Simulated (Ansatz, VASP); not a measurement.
**One calculation of FeNi2, two programs**

INCAR

```
  PREC = Accurate
  ENCUT = 520
  EDIFF = 1E-7
  ISMEAR = -1
  SIGMA = 0.15
  LREAL = False
  LASPH = True
  NELM = 150
  ALGO = Normal
  ISIF = 2
  LWAVE = False
  LCHARG = False
  ISPIN = 2
  MAGMOM = 3.5 3.5 1.5 1.5 1.5 1.5
  LORBIT = 11
  LMAXMIX = 4
  GGA = CA
  NBANDS = 41
```

Contents of KPOINTS:

```
regular mesh
0
Gamma
  6 6 6
```

File POSCAR:

```
FeNi2
1.0
    0.0000000000      3.2750800000      3.2750800000
    3.2750800000      0.0000000000      3.2750800000
    3.2750800000      3.2750800000      0.0000000000
Fe Ni
2 4
Direct
    0.7500000000      0.7500000000      0.7500000000
    0.5000000000      0.5000000000      0.5000000000
    0.1250000000      0.1250000000      0.6250000000
    0.1250000000      0.6250000000      0.1250000000
    0.6250000000      0.1250000000      0.1250000000
    0.1250000000      0.1250000000      0.1250000000
```

Input for Ansatz:

```yaml
crystal:
  lattice:
    - [0.0, 3.27508, 3.27508]
    - [3.27508, 0.0, 3.27508]
    - [3.27508, 3.27508, 0.0]
  atoms:
    - { symbol: Fe, position: [0.75, 0.75, 0.75] }
    - { symbol: Fe, position: [0.5, 0.5, 0.5] }
    - { symbol: Ni, position: [0.125, 0.125, 0.625] }
    - { symbol: Ni, position: [0.125, 0.625, 0.125] }
    - { symbol: Ni, position: [0.625, 0.125, 0.125] }
    - { symbol: Ni, position: [0.125, 0.125, 0.125] }
basis:
  ecutwfc: 450.0
kpoints:
  mp_grid: { grid: [6, 6, 6] }
hamiltonian:
  xc: lda
magnetization:
  spin_polarized: true
  per_species: { Fe: 3.5, Ni: 1.5 }
scf:
  occupations: { method: fermi_dirac, width: 0.15 }
output:
  forces: true
  stress: true
  eigenvalues: true
```

Alike in both runs: task single point; functional LDA; k mesh 6 × 6 × 6; occupations fermi-dirac, width 0.15 eV; collinear spin.

|  | VASP | Ansatz |
| --- | --- | --- |
| version | VASP 6.6.1 | Ansatz 0.2.0 |
| potentials or method | VASP PAW LDA potentials, release 64 (Fe, Ni), cutoff 520 eV | plane waves, PAW |
| valence electrons in the cell | 56 | 104 |

Ansatz gave:

```
gap on the k mesh at the Fermi level (eV)                     : none
pressure (GPa)                                                : -15.2
net moment per atom (μB)                                      : 1.30
size of the moment on the site where the two differ most (μB) : 2.86
```

Problem. Estimate VASP's values.

Solution. gap on the k mesh at the Fermi level (eV): none; pressure (GPa): -15.5; net moment per atom (μB): 1.26; size of the moment on the site where the two differ most (μB): 2.77.

LDA's correlation is that of Perdew and Zunger in VASP and of Perdew and Wang (1992) in Ansatz. Site moments also hang on the region over which each program counts them. A gap of «none» marks a metal or a gap that the smearing closes. VASP's potentials hold 56 valence electrons a cell and Ansatz's 104, so a difference there can come from the potentials and not from the codes.
